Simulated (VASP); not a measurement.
# SnO (P4/nmm) in VASP: a series of runs, part 2 of 2

VASP 6.6.1. The steps go on from the part before.

## (3) Electric field gradients, LDA (zz strain of +2 %)

Contents of INCAR:

```
ALGO = Normal
EDIFF = 1E-8
ENCUT = 520
ISIF = 2
ISMEAR = -1
LASPH = T
LCHARG = F
LEFG = T
LREAL = F
LWAVE = F
NBANDS = 28
NELM = 100
PREC = Accurate
SIGMA = 0.02
```

Contents of KPOINTS:

```
k-points
0
Gamma
  6 6 5
```

Contents of POSCAR:

```
SnO
1.0
    3.8020000000      0.0000000000      0.0000000000
    0.0000000000      3.8020000000      0.0000000000
    0.0000000000      0.0000000000      4.9327200000
Sn O
2 2
Direct
    0.0000000000      0.5000000000      0.2385000000
    0.5000000000      0.0000000000      0.7615000000
    0.0000000000      0.0000000000      0.0000000000
    0.5000000000      0.5000000000      0.0000000000
```

Potentials or basis: VASP PAW LDA potentials, release 64 (Sn_d, O).

On the command line:

```console
$ cat potpaw_LDA.64/Sn_d/POTCAR potpaw_LDA.64/O/POTCAR > POTCAR
$ mpirun -np 1 vasp_std > vasp.out
```

OUTCAR:

```text
EDIFF = 1E-8
   ENCUT = 520
   ISIF = 2
   ISMEAR = -1
   LASPH = T
   LREAL = F
   NELM = 100
   PREC = Accurate

 ion  position               nearest neighbor table
   1  0.000  0.500  0.239-   3 2.24   4 2.24   3 2.24   4 2.24   2 3.57   2 3.57   2 3.57   2 3.57
                             2 3.73   2 3.73   2 3.73   2 3.73
   2  0.500  0.000  0.761-   3 2.24   4 2.24   4 2.24   3 2.24   1 3.57   1 3.57   1 3.57   1 3.57
                             1 3.73   1 3.73   1 3.73   1 3.73
   3  0.000  0.000  0.000-   1 2.24   2 2.24   1 2.24   2 2.24
   4  0.500  0.500  0.000-   1 2.24   2 2.24   2 2.24   1 2.24

  LATTYP: Found a simple tetragonal cell.
 ALAT       =     3.8020000000
 C/A-ratio  =     1.2974013677

  Lattice vectors:

 A1 = (   3.8020000000,   0.0000000000,   0.0000000000)
 A2 = (   0.0000000000,   3.8020000000,   0.0000000000)
 A3 = (   0.0000000000,   0.0000000000,   4.9327200000)

Analysis of symmetry for initial positions (statically):
=====================================================================
 Subroutine PRICEL returns:
 Original cell was already a primitive cell.

 Routine SETGRP: Setting up the symmetry group for a
 simple tetragonal supercell.

 Subroutine GETGRP returns: Found 16 space group operations
 (whereof  8 operations were pure point group operations)
 out of a pool of 16 trial point group operations.

The static configuration has the point symmetry D_2d.
 The point group associated with its full space group is D_4h.

Analysis of symmetry for dynamics (positions and initial velocities):
=====================================================================
 Subroutine PRICEL returns:
 Original cell was already a primitive cell.

 Routine SETGRP: Setting up the symmetry group for a
[... 915 lines left out ...]
  --------------------------------------------------------------------------------------
  -------------------------------------------------------------------------------------
  Total       -1.6518282     -1.6518282     -2.0627806      0.0000000      0.0000000      0.0000000
  in kB      -37.1163072    -37.1163072    -46.3503408      0.0000000      0.0000000      0.0000000
  external PRESSURE =     -40.1943184 kB  Pullay stress =       0.0000000 kB

 VOLUME and BASIS-vectors are now :
 -----------------------------------------------------------------------------
  energy-cutoff  :      520.00
  volume of cell :       71.30
      direct lattice vectors                 reciprocal lattice vectors
     3.802000000  0.000000000  0.000000000     0.263019463  0.000000000  0.000000000
     0.000000000  3.802000000  0.000000000     0.000000000  0.263019463  0.000000000
     0.000000000  0.000000000  4.932720000     0.000000000  0.000000000  0.202727907

 POSITION                                       TOTAL-FORCE (eV/Angst)
 -----------------------------------------------------------------------------------
      0.00000      1.90100      1.17645         0.000000     -0.000000     -0.521764
      1.90100      0.00000      3.75627         0.000000      0.000000      0.521764
      0.00000      0.00000      0.00000         0.000000      0.000000      0.000000
      1.90100      1.90100      0.00000        -0.000000      0.000000      0.000000
 -----------------------------------------------------------------------------------
    total drift:                                0.000000      0.000000      0.000000

  FREE ENERGIE OF THE ION-ELECTRON SYSTEM (eV)
  ---------------------------------------------------
  free  energy   TOTEN  =       -25.6795671445 eV

  energy  without entropy=      -25.6792778708  energy(sigma->0) =      -25.67942251

 Electric field gradients (V/A^2)
---------------------------------------------------------------------
 ion       V_xx      V_yy      V_zz      V_xy      V_xz      V_yz
---------------------------------------------------------------------
   1      83.793    83.793  -167.586    -0.000    -0.000     0.000
   2      83.793    83.793  -167.586    -0.000     0.000     0.000
   3      -3.585    -3.585     7.171     0.000    -0.000     0.000
   4      -3.585    -3.585     7.171     0.000    -0.000     0.000
---------------------------------------------------------------------

 Electric field gradients after diagonalization (V/A^2)
 (convention: |V_zz| > |V_xx| > |V_yy|)
----------------------------------------------------------------------
 ion       V_xx      V_yy      V_zz     asymmetry (V_yy - V_xx)/ V_zz
----------------------------------------------------------------------
   1      83.793    83.793  -167.586       0.000
   2      83.793    83.793  -167.586       0.000
   3      -3.585    -3.585     7.171       0.000
   4      -3.585    -3.585     7.171       0.000
----------------------------------------------------------------------

           NMR quadrupolar parameters

 Cq : quadrupolar parameter    Cq=e*Q*V_zz/h
 eta: asymmetry parameters     (V_yy - V_xx)/ V_zz
 Q  : nuclear electric quadrupole moment in mb (millibarn)
----------------------------------------------------------------------
 ion       Cq(MHz)       eta       Q (mb)
----------------------------------------------------------------------
   1      -0.405       0.000       1.000
   2      -0.405       0.000       1.000
   3       0.017       0.000       1.000
   4       0.017       0.000       1.000
----------------------------------------------------------------------
```

OSZICAR:

```text
N       E                     dE             d eps       ncg     rms          rms(c)
DAV:   1     0.418549635708E+03    0.41855E+03   -0.19886E+04  1748   0.217E+03
DAV:   2     0.350042464564E+02   -0.38355E+03   -0.36887E+03  1776   0.547E+02
DAV:   3    -0.263530970093E+02   -0.61357E+02   -0.60264E+02  1916   0.182E+02
DAV:   4    -0.292742306767E+02   -0.29211E+01   -0.29098E+01  1920   0.424E+01
DAV:   5    -0.293432705672E+02   -0.69040E-01   -0.69034E-01  1836   0.709E+00    0.114E+01
DAV:   6    -0.258156822725E+02    0.35276E+01   -0.16503E+01  2708   0.460E+01    0.517E+00
DAV:   7    -0.257366621793E+02    0.79020E-01   -0.20958E+00  1968   0.878E+00    0.243E+00
DAV:   8    -0.256926209905E+02    0.44041E-01   -0.32580E-01  1916   0.361E+00    0.763E-01
DAV:   9    -0.256792260811E+02    0.13395E-01   -0.39690E-02  2744   0.206E+00    0.216E-01
DAV:  10    -0.256800436426E+02   -0.81756E-03   -0.67523E-03  2396   0.727E-01    0.154E-01
DAV:  11    -0.256795464508E+02    0.49719E-03   -0.17811E-03  2572   0.381E-01    0.188E-02
DAV:  12    -0.256795700997E+02   -0.23649E-04   -0.26146E-04  1724   0.889E-02    0.229E-02
DAV:  13    -0.256795679328E+02    0.21668E-05   -0.83959E-06  2136   0.227E-02    0.961E-03
DAV:  14    -0.256795671580E+02    0.77488E-06   -0.29495E-06  2340   0.117E-02    0.116E-03
DAV:  15    -0.256795671540E+02    0.39863E-08   -0.35961E-07  2328   0.386E-03    0.166E-03
DAV:  16    -0.256795671445E+02    0.94487E-08   -0.15248E-08  1308   0.110E-03
   1 F= -.25679567E+02 E0= -.25679423E+02  d E =-.289274E-03
```

stdout:

```text
POSCAR found type information on POSCAR SnO
 POSCAR found :  2 types and       4 ions
 scaLAPACK will be used
 LDA part: xc-table for (Slater(with rela. corr.)+CA(PZ))
 , standard interpolation
 POSCAR, INCAR and KPOINTS ok, starting setup
 FFT: planning ... GRIDC
 FFT: planning ... GRID_SOFT
 FFT: planning ... GRID
 WAVECAR not read
 entering main loop
ion   1

ion   2

ion   3

ion   4
```

It took 35 s on 1 thread of AMD EPYC 9R45 (Zen 5), shared host; peak memory 0.15 GiB.

What came out:

```
Free energy            : -25.6796 eV
Pressure               : -4.0 GPa
Largest force          : 0.522 eV/Å
Band gap on the k mesh : 0.07 eV, indirect (least direct gap 2.01 eV)
```

Forces on the atoms (eV/Å):
```
Sn   0.000  0.000 -0.522
Sn   0.000  0.000  0.522
O    0.000  0.000  0.000
O    0.000  0.000  0.000
```

Stress tensor (GPa, compression positive):
```
-3.71  0.00  0.00
 0.00 -3.71  0.00
 0.00  0.00 -4.64
```

Electric field gradients, principal values (V/Å²):
```tsv
atom	least	middle	greatest (by size)
1 Sn	83.793	83.793	-167.586
2 Sn	83.793	83.793	-167.586
3 O	-3.585	-3.585	7.171
4 O	-3.585	-3.585	7.171
```

Caveat: the cell differs from its parent crystal (zz strain of +2 %); without QUAD_EFG the Cq values of the log hold for a quadrupole moment of 1 mb, not for the nuclei; spin-orbit coupling is left out, which moves the levels of the heavy elements.

## (4) Electric field gradients, LDA (zz strain of +2 %)

Contents of INCAR:

```
ALGO     = Normal         # electronic algorithm
EDIFF    = 1E-8           # SCF threshold, eV
ENCUT    = 520            # plane-wave cutoff, eV
GGA      = CA             # functional
ISIF     = 2              # what is computed and relaxed
ISMEAR   = -1             # smearing method
LASPH    = T              # aspherical terms in the spheres
LCHARG   = F              # write CHGCAR
LEFG     = T            
LREAL    = F              # projectors in reciprocal space
LWAVE    = F              # write WAVECAR
NBANDS   = 28             # bands
NELM     = 60             # most SCF steps
PREC     = Accurate       # precision mode
SIGMA    = 0.02           # smearing width, eV
```

KPOINTS is that of step 3.

POSCAR is that of step 3.

Potentials or basis: VASP PAW LDA potentials, release 64 (Sn_d, O).

On the command line:

```console
$ cat potpaw_LDA.64/Sn_d/POTCAR potpaw_LDA.64/O/POTCAR > POTCAR
$ mpirun -np 1 vasp_std > vasp.out
```

OUTCAR:

```text
EDIFF = 1E-8
   ENCUT = 520
   GGA = CA
   ISIF = 2
   ISMEAR = -1
   LASPH = T
   LREAL = F
   NELM = 60
   PREC = Accurate

 ion  position               nearest neighbor table
   1  0.000  0.500  0.239-   3 2.24   4 2.24   3 2.24   4 2.24   2 3.57   2 3.57   2 3.57   2 3.57
                             2 3.73   2 3.73   2 3.73   2 3.73
   2  0.500  0.000  0.761-   3 2.24   4 2.24   4 2.24   3 2.24   1 3.57   1 3.57   1 3.57   1 3.57
                             1 3.73   1 3.73   1 3.73   1 3.73
   3  0.000  0.000  0.000-   1 2.24   2 2.24   1 2.24   2 2.24
   4  0.500  0.500  0.000-   1 2.24   2 2.24   2 2.24   1 2.24

  LATTYP: Found a simple tetragonal cell.
 ALAT       =     3.8020000000
 C/A-ratio  =     1.2974013677

  Lattice vectors:

 A1 = (   3.8020000000,   0.0000000000,   0.0000000000)
 A2 = (   0.0000000000,   3.8020000000,   0.0000000000)
 A3 = (   0.0000000000,   0.0000000000,   4.9327200000)

Analysis of symmetry for initial positions (statically):
=====================================================================
 Subroutine PRICEL returns:
 Original cell was already a primitive cell.

 Routine SETGRP: Setting up the symmetry group for a
 simple tetragonal supercell.
[... 948 lines left out ...]
      0.00000      0.00000      0.00000         0.000000      0.000000      0.000000
      1.90100      1.90100      0.00000        -0.000000      0.000000      0.000000
 -----------------------------------------------------------------------------------
    total drift:                                0.000000      0.000000      0.000000

  FREE ENERGIE OF THE ION-ELECTRON SYSTEM (eV)
  ---------------------------------------------------
  free  energy   TOTEN  =       -25.6795671445 eV

  energy  without entropy=      -25.6792778708  energy(sigma->0) =      -25.67942251

 Electric field gradients (V/A^2)
---------------------------------------------------------------------
 ion       V_xx      V_yy      V_zz      V_xy      V_xz      V_yz
---------------------------------------------------------------------
   1      83.793    83.793  -167.586    -0.000    -0.000     0.000
   2      83.793    83.793  -167.586    -0.000     0.000     0.000
   3      -3.585    -3.585     7.171     0.000    -0.000     0.000
   4      -3.585    -3.585     7.171     0.000    -0.000     0.000
---------------------------------------------------------------------

 Electric field gradients after diagonalization (V/A^2)
 (convention: |V_zz| > |V_xx| > |V_yy|)
----------------------------------------------------------------------
 ion       V_xx      V_yy      V_zz     asymmetry (V_yy - V_xx)/ V_zz
----------------------------------------------------------------------
   1      83.793    83.793  -167.586       0.000
   2      83.793    83.793  -167.586       0.000
   3      -3.585    -3.585     7.171       0.000
   4      -3.585    -3.585     7.171       0.000
----------------------------------------------------------------------

           NMR quadrupolar parameters

 Cq : quadrupolar parameter    Cq=e*Q*V_zz/h
 eta: asymmetry parameters     (V_yy - V_xx)/ V_zz
 Q  : nuclear electric quadrupole moment in mb (millibarn)
----------------------------------------------------------------------
 ion       Cq(MHz)       eta       Q (mb)
----------------------------------------------------------------------
   1      -0.405       0.000       1.000
   2      -0.405       0.000       1.000
   3       0.017       0.000       1.000
   4       0.017       0.000       1.000
----------------------------------------------------------------------
```

stdout:

```text
POSCAR found type information on POSCAR SnO
 POSCAR found :  2 types and       4 ions
 scaLAPACK will be used
 LDA part: xc-table for (Slater(with rela. corr.)+CA(PZ))
 , standard interpolation
 POSCAR, INCAR and KPOINTS ok, starting setup
 FFT: planning ... GRIDC
 FFT: planning ... GRID_SOFT
 FFT: planning ... GRID
 WAVECAR not read
 entering main loop
ion   1

ion   2

ion   3

ion   4
```

Wall time 34 s (1 thread of AMD EPYC 9R45 (Zen 5), shared host); peak memory 0.15 GiB.

What came out:

| Quantity | Value |
| --- | --- |
| Free energy | -25.6796 eV |
| Pressure | -4.0 GPa |
| Largest force | 0.522 eV/Å |
| Band gap on the k mesh | 0.07 eV, indirect (least direct gap 2.01 eV) |

Forces in eV/Å, atoms in the order of the input:
```
Sn   0.000  0.000 -0.522
Sn   0.000  0.000  0.522
O    0.000  0.000  0.000
O    0.000  0.000  0.000
```

Stress tensor (GPa, compression positive):
```
-3.71  0.00  0.00
 0.00 -3.71  0.00
 0.00  0.00 -4.64
```

Electric field gradients, principal values (V/Å²):
```
atom   least  middle  greatest (by size)
1 Sn  83.793  83.793            -167.586
2 Sn  83.793  83.793            -167.586
 3 O  -3.585  -3.585               7.171
 4 O  -3.585  -3.585               7.171
```

Caveat: the cell differs from its parent crystal (zz strain of +2 %); without QUAD_EFG the Cq values of the log hold for a quadrupole moment of 1 mb, not for the nuclei; spin-orbit coupling is left out, which moves the levels of the heavy elements. A k mesh can miss the band edges.
